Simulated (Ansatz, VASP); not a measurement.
## As: VASP beside Ansatz

```
As
1.0
     3.56557    0.00000    0.00000
    -1.78279    3.08788    0.00000
     0.00000    0.00000   26.60000
As
2
Cartesian
  0.0000 2.0586 7.0005
  1.7828 1.0293 8.3995
```

Alike in both runs: functional PBE; dispersion D4; k mesh 12 × 12 × 1; occupations gaussian, width 0.03 eV; no spin polarisation.

Ansatz relaxed the structure, and its values are those at the end. VASP's run is a single point on that final structure, the one shown.

```csv
,VASP,Ansatz
version,VASP 6.6.1,Ansatz 0.2.0
potentials or method,"VASP PAW PBE potentials, release 64 (As_d), cutoff 400 eV","scalar-relativistic, plane waves, PAW"
valence electrons in the cell,30,30
```

VASP gave:

- gap on the k mesh at the Fermi level (eV): 1.54
- least direct gap on the mesh (eV): 2.06
- rms of the force components (eV/Å): 0.008

What did Ansatz give for the same quantities?

gap on the k mesh at the Fermi level (eV): 1.53; least direct gap on the mesh (eV): 2.06; rms of the force components (eV/Å): 0.000.

Ansatz's warnings: slab cell height set, structure snapped to symmetry.
